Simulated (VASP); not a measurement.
Si, 2 atoms in the cell. It takes space group Cmcm (No. 63, orthorhombic). Conventional cell: a = 4.830 Å, b = 11.330 Å, c = 4.040 Å, α = 90.00°, β = 90.00°, γ = 90.00°. Within 3.3 Å of Si (site symmetry m2m) lie 2 Si at 2.51 Å. 

```yaml
Program: VASP 6.6.1
Task: single point
Functional: LDA
Potentials_or_basis: VASP PAW LDA potentials, release 64 (Si)
Cutoff: 520 eV
k_mesh: 5 × 5 × 6
Occupations: methfessel-paxton, width 0.15 eV
Spin: no spin polarisation
Dipole_correction: no
Further_INCAR_settings: ALGO = Normal; EDIFF = 1e-07; NBANDS = 11
```

Potentials or basis: VASP PAW LDA potentials, release 64 (Si).

Run with:

```sh
$ cat potpaw_LDA.64/Si/POTCAR > POTCAR
$ mpirun -np 1 vasp_std > vasp.out
```

Hardware: 1 thread of Intel(R) Xeon(R) 6975P-C (Granite Rapids), with other jobs on the host.

Q: Estimate the wall time of this run.

A: Run time: 29 s on 1 thread of Intel(R) Xeon(R) 6975P-C (Granite Rapids), on a shared host, peak memory 0.2 GiB. Counts: scf iterations 14, k points 36.
